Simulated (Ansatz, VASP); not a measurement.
# One calculation of P, two programs

Contents of INCAR:

```
SYSTEM = P
ALGO = Normal
EDIFF = 1E-7
ENCUT = 520
GGA = PS
ISIF = 2
ISMEAR = 0
IVDW = 12
LASPH = .True.
LCHARG = .False.
LREAL = .False.
LWAVE = .False.
NBANDS = 8
NELM = 80
PREC = Accurate
SIGMA = 0.15
```

The input KPOINTS:

```
k-points
0
Gamma
  12 12 12
  0 0 0
```

Contents of POSCAR:

```
P
1.0
    4.2729048574      0.0000000000      0.1335282768
    0.0000000000      4.2729048574      0.0000000000
    0.1368125000      0.0000000000      4.3780000000
P
1
Direct
    0.0000000000      0.0000000000      0.0000000000
```

Input for Ansatz:

```yaml
crystal:
  lattice:
    - [4.2729048574, 0.0, 0.1335282768]
    - [0.0, 4.2729048574, 0.0]
    - [0.1368125, 0.0, 4.378]
  atoms:
    - { symbol: P, position: [0.0, 0.0, 0.0] }
basis:
  ecutwfc: 420
kpoints:
  mp_grid: { grid: [12, 12, 12] }
hamiltonian:
  xc: pbesol
  dispersion: d3bj
scf:
  occupations: { method: gaussian, width: 0.15 }
output:
  forces: true
  stress: true
  eigenvalues: true
```

Change from the starting cell: strain +0.0625 x Voigt [0, 0, 0, 0, 1, 0], atoms carried along.

Alike in both runs: task single point; functional PBEsol; dispersion D3(BJ); k mesh 12 × 12 × 12; occupations gaussian, width 0.15 eV; no spin polarisation.

|  | VASP | Ansatz |
| --- | --- | --- |
| version | VASP 6.6.1 | Ansatz 0.2.0 |
| potentials or method | VASP PAW PBE potentials, release 64 (P), cutoff 520 eV | scalar-relativistic, plane waves, PAW |
| valence electrons in the cell | 5 | 5 |

|  | VASP | Ansatz | Ansatz less VASP |
| --- | --- | --- | --- |
| gap on the k mesh at the Fermi level (eV) | none | none | - |
| pressure (GPa) | -4.0 | -4.0 | +0.01 |
| traceless stress, the component that is largest in VASP (GPa) | 0.28 | 0.28 | 0.000 |

VASP's potentials were made for PBE, not for PBEsol. A gap of «none» marks a metal or a gap that the smearing closes.
